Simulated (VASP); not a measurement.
Write the native input for VASP 6.6.1 that does the following.

* Task: single point
* Functional: BLYP
* Potentials or basis: VASP PAW PBE potentials, release 64 (Sb)
* Cutoff: 520 eV
* k mesh: 7 × 7 × 11
* Occupations: fermi-dirac, width 0.1 eV
* Spin: no spin polarisation
* Dipole correction: no
* Further INCAR settings: ALGO = Normal; EDIFF = 1e-06; NBANDS = 14

The structure of Sb lies in POSCAR:

```
Sb
1.0
    5.8505845601      0.0000000000      0.0000000000
   -2.9252922800      5.0667548560      0.0000000000
    0.0000000000      0.0000000000      3.4574288316
Sb
3
Direct
    0.0000000000      0.0000000000      1.0000000000
    0.3333333333      0.6666666667      0.5000000000
    0.6666666667      0.3333333333      0.5000000000
```

This cell differs from its parent crystal: volume scaled by 1.12.

One way to write it, as run:

INCAR

```
SYSTEM = Sb
PREC     = Accurate       ! precision mode
ENCUT    = 520            ! plane-wave cutoff, eV
EDIFF    = 1E-6           ! SCF threshold, eV
ISMEAR   = -1             ! smearing method
SIGMA    = 0.1            ! smearing width, eV
LREAL    = .FALSE.        ! projectors in reciprocal space
LASPH    = .TRUE.         ! aspherical terms in the spheres
NELM     = 80             ! most SCF steps
ALGO     = Normal         ! electronic algorithm
ISIF     = 2              ! what is computed and relaxed
LWAVE    = .FALSE.        ! write WAVECAR
LCHARG   = .FALSE.        ! write CHGCAR
GGA      = B5             ! functional
ALDAX    = 1.0          
AGGAX    = 1.0          
AGGAC    = 1.0          
ALDAC    = 0.0          
NBANDS   = 14             ! bands
```

KPOINTS

```
Automatic mesh
0
G
  7 7 11
  0 0 0
```

Potentials or basis: VASP PAW PBE potentials, release 64 (Sb).

Command:

```bash
$ cat potpaw_PBE.64/Sb/POTCAR > POTCAR
$ mpirun -np 1 vasp_std > vasp.out
```

Results of the run:

```yaml
Pressure: -3.7 GPa
```

Caveat: the PAW data sets were made with another functional, which shifts forces and pressure a little.

Wall time 120 s on 1 thread of AMD EPYC 7R13 Processor (Zen 3), on a shared host, peak memory 0.22 GiB.
